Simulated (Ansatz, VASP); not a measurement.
NaI in VASP and in Ansatz

```
CELL_PARAMETERS angstrom
4.77225 0.00000 -0.23861
0.00000 4.10189 0.00000
-0.33869 0.00000 7.02238
ATOMIC_POSITIONS crystal
Na 0.25000 0.50000 0.24999
Na 0.75000 0.50000 0.75001
I 0.25000 0.00000 0.74991
I 0.75000 0.00000 0.25009
```

Change from the starting cell: engineering shear strain xz -0.1000, normal strain along z +0.0367.

Alike in both runs: task single point; functional PBE; dispersion D3(BJ); k mesh 6 × 8 × 4; occupations gaussian, width 0.05 eV; no spin polarisation.

```csv
,VASP,Ansatz
version,VASP 6.6.1,Ansatz 0.2.0
potentials or method,"VASP PAW PBE potentials, release 64 (Na_pv, I), cutoff 520 eV","scalar-relativistic, plane waves, PAW"
valence electrons in the cell,28,52
```

```tsv
	VASP	Ansatz	Ansatz less VASP
gap on the k mesh at the Fermi level (eV)	2.36	2.36	+0.002
least direct gap on the mesh (eV)	2.62	2.62	+0.002
pressure (GPa)	-0.2	-0.2	-0.01
traceless stress, the component that is largest in VASP (GPa)	1.33	1.33	+0.001
```

VASP's potentials hold 28 valence electrons a cell and Ansatz's 52, so a difference there can come from the potentials and not from the codes.

Spin-orbit coupling is off throughout.
